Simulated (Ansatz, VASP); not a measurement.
One calculation of AlV2C, two programs

```
V Al C
1.0
     2.88760    0.00000    0.00000
    -1.44380    2.50073    0.00000
     0.00000    0.00000   13.36692
V Al C
4 2 2
Cartesian
  0.0000 1.6672 12.2122
  1.4438 0.8336 1.1547
  1.4438 0.8336 5.5288
  0.0000 1.6672 7.8382
  1.4438 0.8336 10.0252
  0.0000 1.6672 3.3417
  0.0000 0.0000 6.6835
  0.0000 0.0000 0.0000
```

Alike in both runs: functional PBEsol; k mesh 9 × 9 × 2; occupations fermi-dirac, width 0.05 eV; collinear spin.

```csv
,VASP,Ansatz
version,VASP 6.6.1,Ansatz 0.2.0
potentials or method,"VASP PAW PBE potentials, release 64 (V_sv, Al, C)",Ansatz PAW
plane-wave cutoff (eV),520,420
valence electrons in the cell,66,66
task,single point,band structure
```

```tsv
	VASP	Ansatz	Ansatz less VASP
gap on the k mesh at the Fermi level (eV)	none	none	-
pressure (GPa)	-7.4	-7.8	-0.33
traceless stress, the component that is largest in VASP (GPa)	-4.16	-4.18	-0.020
rms of the force components (eV/Å)	0.335	0.347	+0.0124
net moment per atom (μB)	0.00	0.00	0.000
```

VASP's potentials were made for PBE, not for PBEsol. Atom by atom the forces differ by 0.012 eV/Å (rms over components). A gap of «none» marks a metal or a gap that the smearing closes.
